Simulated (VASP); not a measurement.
# SrTiO3 (Pm-3m) in VASP: further runs

SrTiO3 is run at these levels: PBE; tasks: single point.

Everything below comes from runs of VASP 6.6.1. Logs are shortened: lines on timing, memory, paths and dates and some standing lists are left out, and cuts for length are marked.

**1. The cell of the first run**

The structure is cubic, space group Pm-3m (No. 221). Conventional cell: a = 3.897 Å, b = 3.897 Å, c = 3.897 Å, α = 90.00°, β = 90.00°, γ = 90.00°. Sr (site symmetry m-3m) has 12 O at 2.76 Å and 8 Ti at 3.37 Å within 3.6 Å. Ti (site symmetry m-3m) has 6 O at 1.95 Å within 2.6 Å. O (site symmetry 4/mmm) has 2 Ti at 1.95 Å within 2.6 Å.

**2. Single point, PBE (volume scaled by 0.97)**

Contents of INCAR:

```
ALGO = Normal
EDIFF = 1E-6
ENCUT = 520
GGA = PE
ISIF = 2
ISMEAR = 0
LASPH = True
LCHARG = False
LREAL = False
LWAVE = False
NBANDS = 28
NELM = 60
PREC = Accurate
SIGMA = 0.02
```

Contents of KPOINTS:

```
k-points
0
Gamma
  8 8 8
```

Contents of POSCAR:

```
SrTiO3
1.0
    3.8966397421      0.0000000000      0.0000000000
    0.0000000000      3.8966397421      0.0000000000
    0.0000000000      0.0000000000      3.8966397421
Sr Ti O
1 1 3
Direct
    0.5000000000      0.5000000000      0.5000000000
    0.0000000000      0.0000000000      0.0000000000
    0.5000000000      0.0000000000      0.0000000000
    0.0000000000      0.5000000000      0.0000000000
    0.0000000000      0.0000000000      0.5000000000
```

Potentials or basis: VASP PAW PBE potentials, release 64 (Sr_sv, Ti_sv, O).

Command:

```
> cat potpaw_PBE.64/Sr_sv/POTCAR potpaw_PBE.64/Ti_sv/POTCAR potpaw_PBE.64/O/POTCAR > POTCAR
> mpirun -np 1 vasp_std > vasp.out
```

OUTCAR:

```text
EDIFF = 1E-6
   ENCUT = 520
   GGA = PE
   ISIF = 2
   ISMEAR = 0
   LASPH = True
   LREAL = False
   NELM = 60
   PREC = Accurate

 ion  position               nearest neighbor table
   1  0.500  0.500  0.500-   3 2.76   4 2.76   5 2.76   3 2.76   4 2.76   3 2.76   5 2.76   3 2.76
                             4 2.76   5 2.76   4 2.76   5 2.76   2 3.37   2 3.37   2 3.37   2 3.37
   2  0.000  0.000  0.000-   3 1.95   4 1.95   5 1.95   5 1.95   4 1.95   3 1.95   1 3.37   1 3.37
                             1 3.37   1 3.37   1 3.37   1 3.37   1 3.37   1 3.37
   3  0.500  0.000  0.000-   2 1.95   2 1.95   1 2.76   1 2.76   1 2.76   1 2.76
   4  0.000  0.500  0.000-   2 1.95   2 1.95   1 2.76   1 2.76   1 2.76   1 2.76
   5  0.000  0.000  0.500-   2 1.95   2 1.95   1 2.76   1 2.76   1 2.76   1 2.76

  LATTYP: Found a simple cubic cell.
 ALAT       =     3.8966397421

  Lattice vectors:

 A1 = (   3.8966397421,   0.0000000000,   0.0000000000)
 A2 = (   0.0000000000,   3.8966397421,   0.0000000000)
 A3 = (   0.0000000000,   0.0000000000,   3.8966397421)

Analysis of symmetry for initial positions (statically):
=====================================================================
 Subroutine PRICEL returns:
 Original cell was already a primitive cell.

 Routine SETGRP: Setting up the symmetry group for a
 simple cubic supercell.

 Subroutine GETGRP returns: Found 48 space group operations
 (whereof 48 operations were pure point group operations)
 out of a pool of 48 trial point group operations.

The static configuration has the point symmetry O_h .

Analysis of symmetry for dynamics (positions and initial velocities):
=====================================================================
 Subroutine PRICEL returns:
 Original cell was already a primitive cell.

 Routine SETGRP: Setting up the symmetry group for a
 simple cubic supercell.

 Subroutine GETGRP returns: Found 48 space group operations
 (whereof 48 operations were pure point group operations)
 out of a pool of 48 trial point group operations.

The dynamic configuration has the point symmetry O_h .

 Subroutine INISYM returns: Found 48 space group operations
 (whereof 48 operations are pure point group operations),
 and found     1 'primitive' translations

----------------------------------------------------------------------------------------

                                     Primitive cell

  volume of cell :      59.1658

  direct lattice vectors                    reciprocal lattice vectors
     3.896639742  0.000000000  0.000000000     0.256631371  0.000000000  0.000000000
     0.000000000  3.896639742  0.000000000     0.000000000  0.256631371  0.000000000
     0.000000000  0.000000000  3.896639742     0.000000000  0.000000000  0.256631371

  length of vectors
     3.896639742  3.896639742  3.896639742     0.256631371  0.256631371  0.256631371

  position of ions in fractional coordinates (direct lattice)
     0.500000000  0.500000000  0.500000000
     0.000000000  0.000000000  0.000000000
     0.500000000  0.000000000  0.000000000
     0.000000000  0.500000000  0.000000000
     0.000000000  0.000000000  0.500000000

  ion indices of the primitive-cell ions
   primitive index   ion index
                 1           1
                 2           2
                 3           3
                 4           4
                 5           5

----------------------------------------------------------------------------------------

 KPOINTS: k-points

Automatic generation of k-mesh.
 Grid dimensions read from file:
 generate k-points for:    8    8    8

 Generating k-lattice:

  Cartesian coordinates                     Fractional coordinates (reciprocal lattice)
     0.032078921  0.000000000  0.000000000     0.125000000  0.000000000  0.000000000
     0.000000000  0.032078921  0.000000000     0.000000000  0.125000000  0.000000000
     0.000000000  0.000000000  0.032078921     0.000000000  0.000000000  0.125000000

  Length of vectors
     0.032078921  0.032078921  0.032078921

  Shift w.r.t. Gamma in fractional coordinates (k-lattice)
     0.000000000  0.000000000  0.000000000

 Subroutine IBZKPT returns following result:
 ===========================================

 Found     35 irreducible k-points:

 Following reciprocal coordinates:
            Coordinates               Weight
  0.000000  0.000000  0.000000      1.000000
  0.125000  0.000000  0.000000      6.000000
  0.250000  0.000000  0.000000      6.000000
  0.375000  0.000000  0.000000      6.000000
  0.500000  0.000000  0.000000      3.000000
  0.125000  0.125000  0.000000     12.000000
[... 16 lines left out ...]
  0.375000  0.375000  0.125000     24.000000
  0.500000  0.375000  0.125000     24.000000
 [... further k-points ...]
   k-points           NKPTS =     35   k-points in BZ     NKDIM =     35   number of bands    NBANDS=     28
   number of dos      NEDOS =    301   number of ions     NIONS =      5
   total plane-waves  NPLWV =  27000
   dimension x,y,z NGX =    30 NGY =   30 NGZ =   30
   dimension x,y,z NGXF=    60 NGYF=   60 NGZF=   60
   ions per type =               1   1   3
   NGX,Y,Z   is equivalent  to a cutoff of  12.80, 12.80, 12.80 a.u.
   NGXF,Y,Z  is equivalent  to a cutoff of  25.60, 25.60, 25.60 a.u.
 SYSTEM =  unknown system
   PREC   = accura    normal or accurate (medium, high low for compatibility)
   ISTART =      0    job   : 0-new  1-cont  2-samecut
   ICHARG =      2    charge: 1-file 2-atom 10-const
   ISPIN  =      1    spin polarized calculation?
   LNONCOLLINEAR =      F non collinear calculations
   LSORBIT =      F    spin-orbit coupling
   LASPH  =      T    aspherical Exc in radial PAW
   ENCUT  =  520.0 eV  38.22 Ry    6.18 a.u.   7.25  7.25  7.25*2*pi/ulx,y,z
   NELM   =     60;   NELMIN=  2; NELMDL= -5     # of ELM steps
   EDIFF  = 0.1E-05   stopping-criterion for ELM
   LREAL  =      F    real-space projection
[... 7 lines left out ...]
   TEBEG  =    0.0;   TEEND  =   0.0 temperature during run
   PSTRESS=    0.0 pullay stress
   NELECT =      40.0000    total number of electrons
   NUPDOWN=      -1.0000    fix difference up-down
   EMIN   =  10.00;   EMAX   =-10.00  energy-range for DOS
   EFERMI =   0.00;   METHOD = LEGACY
   ISMEAR =     0;   SIGMA  =   0.02  broadening in eV -4-tet -1-fermi 0-gaus
   EFERMI_NEDOS =   21; number of points for ismear=-14 and -15
   IALGO  =     38    algorithm
   IMIX   =      4    mixing-type and parameters
     AMIX     =   0.40;   BMIX     =  1.00
     AMIX_MAG =   1.60;   BMIX_MAG =  1.00
  volume/ion in A,a.u.               =      11.83        79.85
  Fermi-wavevector in a.u.,A,eV,Ry     =   1.436827  2.715210 28.088856  2.064473
  Thomas-Fermi vector in A             =   2.555973
   LORBIT       =      0    0 simple, 1 ext, 2 COOP (PROOUT), +10 PAW based schemes
   GGA     = PE    functional components
   LHFCALC =     F    Hartree Fock is set to
   AEXX    =    0.0000 exact exchange contribution
   IVDW    =     0    specifies the selected vdW correction
   LEPSILON=     F    determine dielectric tensor
   LRPA    =     F    only Hartree local field effects (RPA)
 non-spin polarized calculation
 Gauss-broadening in eV      SIGMA  =   0.02
  energy-cutoff  :      520.00
  volume of cell :       59.17
 maximum number of plane-waves:      1622
 NGX is ok and might be reduce to    30
   NGX = 15   NGY = 15   NGZ = 15

 number of electron      40.0000010 magnetization

 Free energy of the ion-electron system (eV)
  ---------------------------------------------------
  ext. energy  EPLUGINS =         0.00000000
  ---------------------------------------------------
  free energy    TOTEN  =       -40.06278563 eV

  energy without entropy =      -40.06278563  energy(sigma->0) =      -40.06278563

 E-fermi :   4.3412     XC(G=0): -11.3049

 val. band max:        4.2184065926   @ k =   0.5000   0.5000   0.5000
 cond. band min:       6.0862794344   @ k =   0.0000   0.0000   0.0000
 fundamental gap:      1.8678728419
 Fermi energy:         4.3411660218

 k-point     1 :       0.0000    0.0000    0.0000
  band No.  band energies     occupation
      1     -52.2195      2.00000
      2     -28.5524      2.00000
      3     -28.4700      2.00000
      4     -28.4700      2.00000
      5     -28.4700      2.00000
      6     -13.2336      2.00000
[... 20 lines left out ...]
     27       9.6277      0.00000
     28      10.4875      0.00000

 k-point     2 :       0.1250    0.0000    0.0000
  band No.  band energies     occupation
      1     -52.2193      2.00000
      2     -28.5711      2.00000
      3     -28.4696      2.00000
      4     -28.4696      2.00000
      5     -28.4585      2.00000
      6     -13.2400      2.00000
[... 20 lines left out ...]
     27       9.9063      0.00000
     28      10.8604      0.00000

 k-point     3 :       0.2500    0.0000    0.0000
  band No.  band energies     occupation
      1     -52.2187      2.00000
      2     -28.6078      2.00000
      3     -28.4685      2.00000
      4     -28.4685      2.00000
      5     -28.4391      2.00000
      6     -13.3062      2.00000
[... 20 lines left out ...]
     27      10.5757      0.00000
     28      11.8759      0.00000

 k-point     4 :       0.3750    0.0000    0.0000
  band No.  band energies     occupation
      1     -52.2181      2.00000
      2     -28.6397      2.00000
      3     -28.4674      2.00000
      4     -28.4674      2.00000
      5     -28.4242      2.00000
      6     -13.4136      2.00000
[... 578 lines left out ...]
     27      12.3869      0.00000
     28      12.6686      0.00000

 k-point    23 :       0.3750    0.3750    0.1250
  band No.  band energies     occupation
      1     -52.2165      2.00000
      2     -28.5759      2.00000
      3     -28.5304      2.00000
      4     -28.4777      2.00000
      5     -28.4639      2.00000
      6     -12.8229      2.00000
[... 20 lines left out ...]
     27      12.4522      0.00000
     28      12.8942      0.00000

 k-point    24 :       0.5000    0.3750    0.1250
  band No.  band energies     occupation
      1     -52.2163      2.00000
      2     -28.5692      2.00000
      3     -28.5300      2.00000
      4     -28.4803      2.00000
      5     -28.4754      2.00000
      6     -12.7336      2.00000
[... 20 lines left out ...]
     27      12.4884      0.00000
     28      13.0029      0.00000

 [... further k-points ...]
[... 5 lines left out ...]
  --------------------------------------------------------------------------------------
  -------------------------------------------------------------------------------------
  Total        2.2978469      2.2978469      2.2978469      0.0000000     -0.0000000      0.0000000
  in kB       62.2244278     62.2244278     62.2244278      0.0000000     -0.0000000      0.0000000
  external PRESSURE =      62.2244278 kB  Pullay stress =       0.0000000 kB

 VOLUME and BASIS-vectors are now :
 -----------------------------------------------------------------------------
  energy-cutoff  :      520.00
  volume of cell :       59.17
      direct lattice vectors                 reciprocal lattice vectors
     3.896639742  0.000000000  0.000000000     0.256631371  0.000000000  0.000000000
     0.000000000  3.896639742  0.000000000     0.000000000  0.256631371  0.000000000
     0.000000000  0.000000000  3.896639742     0.000000000  0.000000000  0.256631371

 POSITION                                       TOTAL-FORCE (eV/Angst)
 -----------------------------------------------------------------------------------
      1.94832      1.94832      1.94832         0.000000      0.000000      0.000000
      0.00000      0.00000      0.00000         0.000000      0.000000      0.000000
      1.94832      0.00000      0.00000         0.000000      0.000000      0.000000
      0.00000      1.94832      0.00000         0.000000      0.000000      0.000000
      0.00000      0.00000      1.94832         0.000000      0.000000      0.000000
 -----------------------------------------------------------------------------------
    total drift:                                0.000000     -0.000000      0.000000

  FREE ENERGIE OF THE ION-ELECTRON SYSTEM (eV)
  ---------------------------------------------------
  free  energy   TOTEN  =       -40.0627856258 eV

  energy  without entropy=      -40.0627856258  energy(sigma->0) =      -40.06278563
```

Run time: 59 s. Hardware: 1 thread of Intel Xeon Platinum 8259CL at 2.50GHz (Skylake/Cascade Lake), shared host; peak memory 0.2 GiB.

What came out:

```
Free energy            : -40.0628 eV
Pressure               : 6.2 GPa
Band gap on the k mesh : 1.87 eV, indirect (least direct gap 2.22 eV)
```

Levels at points of the mesh, in eV from the valence-band top:
| k point | band 17 | band 18 | band 19 | band 20 | band 21 | band 22 | band 23 | band 24 |
| --- | --- | --- | --- | --- | --- | --- | --- | --- |
| (0.00, 0.00, 0.00) | -1.18 | -0.35 | -0.35 | -0.35 | 1.87 | 1.87 | 1.87 | 4.35 |
| (0.50, 0.00, 0.00) | -2.37 | -2.01 | -0.73 | -0.73 | 2.04 | 3.81 | 3.81 | 4.37 |
| (0.50, 0.50, 0.00) | -1.72 | -1.58 | -1.58 | -0.09 | 3.82 | 3.82 | 4.28 | 5.35 |
| (0.50, 0.50, 0.50) | -3.76 | 0.00 | 0.00 | 0.00 | 4.50 | 4.50 | 4.50 | 6.97 |

(Continued in part 2 of 2.)
